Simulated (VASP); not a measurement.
# Rh (Im-3m) in VASP: further runs, part 2 of 2

VASP 6.6.1. The steps go on from the part before.

## 4. Single point, PBE

This run uses another cell than the first one, of 13.94 Å³/atom, 1.063 times its volume.

INCAR reads:

```
SYSTEM = Rh
PREC = Accurate ; ENCUT = 520
EDIFF = 1E-6 ; ISMEAR = -1
SIGMA = 0.1 ; LREAL = .False.
LASPH = .True. ; NELM = 60
ALGO = Normal ; ISIF = 2
LWAVE = .False. ; LCHARG = .False.
GGA = PE ; NBANDS = 14
```

KPOINTS reads:

```
regular mesh
0
Gamma
  20 20 20
  0 0 0
```

POSCAR reads:

```
Rh
1.0
    1.5160182495      1.5160182495      1.5160182495
   -1.5160182495      1.5160182495      1.5160182495
   -1.5160182495     -1.5160182495      1.5160182495
Rh
1
Direct
    0.0000000000      0.0000000000      0.0000000000
```

Potentials or basis: VASP PAW PBE potentials, release 64 (Rh_pv).

Run with:

```console
$ cat potpaw_PBE.64/Rh_pv/POTCAR > POTCAR
$ mpirun -np 1 vasp_std > vasp.out
```

OUTCAR:

```text
SYSTEM = Rh
   PREC = Accurate
   ENCUT = 520
   EDIFF = 1E-6
   ISMEAR = -1
   LREAL = .False.
   LASPH = .True.
   NELM = 60
   ISIF = 2
   GGA = PE

 ion  position               nearest neighbor table
   1  0.000  0.000  0.000-

  LATTYP: Found a body centered cubic cell.
 ALAT       =     3.0320364990

  Lattice vectors:

 A1 = (   1.5160182495,  -1.5160182495,  -1.5160182495)
 A2 = (   1.5160182495,   1.5160182495,   1.5160182495)
 A3 = (  -1.5160182495,  -1.5160182495,   1.5160182495)

Analysis of symmetry for initial positions (statically):
=====================================================================
 Subroutine PRICEL returns:
 Original cell was already a primitive cell.

 Routine SETGRP: Setting up the symmetry group for a
 body centered cubic supercell.

 Subroutine GETGRP returns: Found 48 space group operations
[... 9 lines left out ...]

 Routine SETGRP: Setting up the symmetry group for a
 body centered cubic supercell.

 Subroutine GETGRP returns: Found 48 space group operations
[... 11 lines left out ...]
                                     Primitive cell

  volume of cell :      13.9371

  direct lattice vectors                    reciprocal lattice vectors
     1.516018250  1.516018250  1.516018250     0.329811333  0.000000000  0.329811333
    -1.516018250  1.516018250  1.516018250    -0.329811333  0.329811333  0.000000000
    -1.516018250 -1.516018250  1.516018250     0.000000000 -0.329811333  0.329811333

  length of vectors
     2.625820633  2.625820633  2.625820633     0.466423660  0.466423660  0.466423660

  position of ions in fractional coordinates (direct lattice)
     0.000000000  0.000000000  0.000000000

  ion indices of the primitive-cell ions
   primitive index   ion index
                 1           1

----------------------------------------------------------------------------------------

 KPOINTS: regular mesh

Automatic generation of k-mesh.
 Grid dimensions read from file:
 generate k-points for:   20   20   20

 Generating k-lattice:

  Cartesian coordinates                     Fractional coordinates (reciprocal lattice)
     0.016490567  0.000000000  0.016490567     0.050000000  0.000000000  0.000000000
    -0.016490567  0.016490567  0.000000000     0.000000000  0.050000000  0.000000000
     0.000000000 -0.016490567  0.016490567     0.000000000  0.000000000  0.050000000

  Length of vectors
     0.023321183  0.023321183  0.023321183

  Shift w.r.t. Gamma in fractional coordinates (k-lattice)
     0.000000000  0.000000000  0.000000000

 Subroutine IBZKPT returns following result:
 ===========================================

 Found    256 irreducible k-points:

 Following reciprocal coordinates:
            Coordinates               Weight
  0.000000  0.000000  0.000000      1.000000
  0.050000  0.000000  0.000000     12.000000
  0.100000  0.000000  0.000000     12.000000
  0.150000  0.000000  0.000000     12.000000
  0.200000  0.000000  0.000000     12.000000
  0.250000  0.000000  0.000000     12.000000
[... 16 lines left out ...]
  0.300000  0.100000  0.000000     48.000000
  0.350000  0.100000  0.000000     48.000000
 [... further k-points ...]
   k-points           NKPTS =    256   k-points in BZ     NKDIM =    256   number of bands    NBANDS=     14
   number of dos      NEDOS =    301   number of ions     NIONS =      1
   total plane-waves  NPLWV =   8000
   dimension x,y,z NGX =    20 NGY =   20 NGZ =   20
   dimension x,y,z NGXF=    40 NGYF=   40 NGZF=   40
   ions per type =               1
   NGX,Y,Z   is equivalent  to a cutoff of  12.66, 12.66, 12.66 a.u.
   NGXF,Y,Z  is equivalent  to a cutoff of  25.32, 25.32, 25.32 a.u.
 SYSTEM =  Rh
   PREC   = accura    normal or accurate (medium, high low for compatibility)
   ISTART =      0    job   : 0-new  1-cont  2-samecut
   ICHARG =      2    charge: 1-file 2-atom 10-const
   ISPIN  =      1    spin polarized calculation?
   LNONCOLLINEAR =      F non collinear calculations
   LSORBIT =      F    spin-orbit coupling
   LASPH  =      T    aspherical Exc in radial PAW
   ENCUT  =  520.0 eV  38.22 Ry    6.18 a.u.   4.88  4.88  4.88*2*pi/ulx,y,z
   NELM   =     60;   NELMIN=  2; NELMDL= -5     # of ELM steps
   EDIFF  = 0.1E-05   stopping-criterion for ELM
   LREAL  =      F    real-space projection
   EDIFFG = 0.1E-04   stopping-criterion for IOM
   NSW    =      0    number of steps for IOM
   IBRION =     -1    ionic relax: 0-MD 1-quasi-New 2-CG
   NFREE  =      0    steps in history (QN), initial steepest desc. (CG)
   ISIF   =      2    stress and relaxation
   ISYM   =      2    0-nonsym 1-usesym 2-fastsym
   POTIM  = 0.5000    time-step for ionic-motion
   TEBEG  =    0.0;   TEEND  =   0.0 temperature during run
   PSTRESS=    0.0 pullay stress
   NELECT =      15.0000    total number of electrons
   NUPDOWN=      -1.0000    fix difference up-down
   EMIN   =  10.00;   EMAX   =-10.00  energy-range for DOS
   EFERMI =   0.00;   METHOD = LEGACY
   ISMEAR =    -1;   SIGMA  =   0.10  broadening in eV -4-tet -1-fermi 0-gaus
   EFERMI_NEDOS =   21; number of points for ismear=-14 and -15
   IALGO  =     38    algorithm
   IMIX   =      4    mixing-type and parameters
     AMIX     =   0.40;   BMIX     =  1.00
     AMIX_MAG =   1.60;   BMIX_MAG =  1.00
  volume/ion in A,a.u.               =      13.94        94.05
  Fermi-wavevector in a.u.,A,eV,Ry     =   1.677699  3.170392 38.295984  2.814675
  Thomas-Fermi vector in A             =   2.761919
   LORBIT       =      0    0 simple, 1 ext, 2 COOP (PROOUT), +10 PAW based schemes
   GGA     = PE    functional components
   LHFCALC =     F    Hartree Fock is set to
   AEXX    =    0.0000 exact exchange contribution
   IVDW    =     0    specifies the selected vdW correction
   LEPSILON=     F    determine dielectric tensor
   LRPA    =     F    only Hartree local field effects (RPA)
 non-spin polarized calculation
  energy-cutoff  :      520.00
  volume of cell :       13.94
 maximum number of plane-waves:       386
   NGX =  9   NGY =  9   NGZ =  9

 number of electron      14.9999994 magnetization

 Free energy of the ion-electron system (eV)
  ---------------------------------------------------
  ext. energy  EPLUGINS =         0.00000000
  ---------------------------------------------------
  free energy    TOTEN  =        -6.92910163 eV

  energy without entropy =       -6.85882868  energy(sigma->0) =       -6.89396515

 E-fermi :  11.4977     XC(G=0): -13.9249

 val. band max:       11.4961559068   @ k =   0.0500  -0.4500   0.0500
 cond. band min:      11.4978062636   @ k =   0.3500   0.3000   0.3000
 fundamental gap:      0.0016503568
 Fermi energy:        11.4976534166

 k-point     1 :       0.0000    0.0000    0.0000
  band No.  band energies     occupation
      1     -34.5392      2.00000
      2     -34.5392      2.00000
      3     -34.5392      2.00000
      4       3.8058      2.00000
      5       8.5759      2.00000
      6       8.5759      2.00000
      7       8.5759      2.00000
      8      11.0288      1.98178
      9      11.0288      1.98178
     10      29.9778      0.00000
     11      29.9778      0.00000
     12      29.9778      0.00000
     13      32.5344      0.00000
     14      40.0531      0.00000

 k-point     2 :       0.0500    0.0000    0.0000
  band No.  band energies     occupation
      1     -34.5573      2.00000
      2     -34.5452      2.00000
      3     -34.5392      2.00000
      4       3.9116      2.00000
      5       8.5328      2.00000
      6       8.5755      2.00000
      7       8.6602      2.00000
      8      10.9734      1.98948
      9      11.0316      1.98126
     10      30.0228      0.00000
     11      30.0310      0.00000
     12      30.1295      0.00000
     13      32.5341      0.00000
     14      39.0946      0.00000
[... 343 lines left out ...]
      1     -34.9246      2.00000
      2     -34.6607      2.00000
      3     -34.5633      2.00000
      4       5.9719      2.00000
      5       7.8105      2.00000
      6       8.3833      2.00000
      7      10.4657      1.99993
      8      10.9569      1.99107
      9      11.3207      1.70889
     10      27.9160      0.00000
     11      28.7933      0.00000
     12      32.5251      0.00000
     13      32.6349      0.00000
     14      33.8586      0.00000

 k-point    24 :       0.3500    0.1000    0.0000
  band No.  band energies     occupation
      1     -35.0206      2.00000
      2     -34.7030      2.00000
      3     -34.5644      2.00000
      4       6.1829      2.00000
      5       7.5862      2.00000
      6       8.8084      2.00000
      7      10.5612      1.99983
      8      11.3185      1.71413
      9      11.8817      0.04205
     10      26.2164      0.00000
     11      27.9830      0.00000
     12      32.1412      0.00000
     13      32.5447      0.00000
     14      33.9980      0.00000

 [... further k-points ...]
[... 5 lines left out ...]
  --------------------------------------------------------------------------------------
  -------------------------------------------------------------------------------------
  Total        0.8774654      0.8774654      0.8774654     -0.0000000      0.0000000      0.0000000
  in kB      100.8712245    100.8712245    100.8712245     -0.0000000      0.0000000      0.0000000
  external PRESSURE =     100.8712245 kB  Pullay stress =       0.0000000 kB

 VOLUME and BASIS-vectors are now :
 -----------------------------------------------------------------------------
  energy-cutoff  :      520.00
  volume of cell :       13.94
      direct lattice vectors                 reciprocal lattice vectors
     1.516018250  1.516018250  1.516018250     0.329811333  0.000000000  0.329811333
    -1.516018250  1.516018250  1.516018250    -0.329811333  0.329811333  0.000000000
    -1.516018250 -1.516018250  1.516018250     0.000000000 -0.329811333  0.329811333

 POSITION                                       TOTAL-FORCE (eV/Angst)
 -----------------------------------------------------------------------------------
      0.00000      0.00000      0.00000        -0.000000      0.000000     -0.000000
 -----------------------------------------------------------------------------------
    total drift:                               -0.000000      0.000000      0.000000

  FREE ENERGIE OF THE ION-ELECTRON SYSTEM (eV)
  ---------------------------------------------------
  free  energy   TOTEN  =        -6.9291016272 eV

  energy  without entropy=       -6.8588286818  energy(sigma->0) =       -6.89396515
```

It took 21 s on 1 thread of Intel Xeon Platinum 8488C (Sapphire Rapids), shared host; peak memory 0.16 GiB.

What came out:

```yaml
Free_energy: -6.9291 eV
Pressure: 10.1 GPa
```

Levels at points of the mesh, in eV from the Fermi level:
```csv
k point,band 5,band 6,band 7,band 8,band 9,band 10
"(0.00, 0.00, 0.00)",-2.92,-2.92,-2.92,-0.47,-0.47,18.48
"(0.50, 0.00, 0.00)",-4.44,-0.53,-0.12,1.32,1.61,9.40
"(0.50, 0.50, 0.50)",-5.87,1.10,1.10,1.10,9.50,9.50
```

## 5. Single point, PBE

This run uses another cell than the first one, of 14.49 Å³/atom, 1.106 times its volume.

INCAR reads:

```
ALGO = Normal ; EDIFF = 1E-6
ENCUT = 520 ; GGA = PE
ISIF = 2 ; ISMEAR = -1
LASPH = T ; LCHARG = F
LREAL = F ; LWAVE = F
NBANDS = 14 ; NELM = 60
PREC = Accurate ; SIGMA = 0.1
```

KPOINTS reads:

```
k-points
0
Gamma
  20 20 20
```

POSCAR reads:

```
Rh
1.0
    1.5359238217      1.5359238217      1.5359238217
   -1.5359238217      1.5359238217      1.5359238217
   -1.5359238217     -1.5359238217      1.5359238217
Rh
1
Direct
    0.0000000000      0.0000000000      0.0000000000
```

Run with:

```console
$ cat potpaw_PBE.64/Rh_pv/POTCAR > POTCAR
$ mpirun -np 1 vasp_std > vasp.out
```

Run time: 21 s. Hardware: 1 thread of Intel Xeon Platinum 8488C (Sapphire Rapids), shared host; peak memory 0.16 GiB.

The run converged. Its results:

| Quantity | Value |
| --- | --- |
| Free energy | -6.9464 eV |
| Pressure | 0.1 GPa |

Levels at points of the mesh, in eV from the Fermi level:
```
           k point  band 3  band 4  band 5  band 6  band 7  band 8  band 9  band 10  band 11  band 12
(0.00, 0.00, 0.00)  -45.99   -7.42   -2.75   -2.75   -2.75   -0.44   -0.44    18.42    18.42    18.42
(0.50, 0.00, 0.00)  -45.99   -5.54   -4.19   -0.50   -0.11    1.34    1.50     8.97    14.54    18.11
(0.50, 0.50, 0.50)  -46.44   -5.52   -5.52    1.02    1.02    1.02    9.31     9.31     9.31    18.67
```

## 6. Summary

```tsv
cell	gap on the mesh (eV)	pressure (GPa)
a = 2.573 Å, angles 70.5, 109.5, 70.5°, 1 atom	none	30.1
a = 2.597 Å, angles 70.5, 109.5, 70.5°, 1 atom	none	20.1
a = 2.626 Å, angles 70.5, 109.5, 70.5°, 1 atom	none	10.1
a = 2.660 Å, angles 70.5, 109.5, 70.5°, 1 atom	none	0.1
```

Alike in all rows: task single point; level PBE; potentials or basis VASP PAW PBE potentials, release 64 (Rh_pv); no spin polarisation; k mesh 20 × 20 × 20; cutoff (eV) 520; smearing fermi-dirac 0.1 eV.

Total energies depend on the potentials used, so only differences within one code and one set of settings carry meaning.
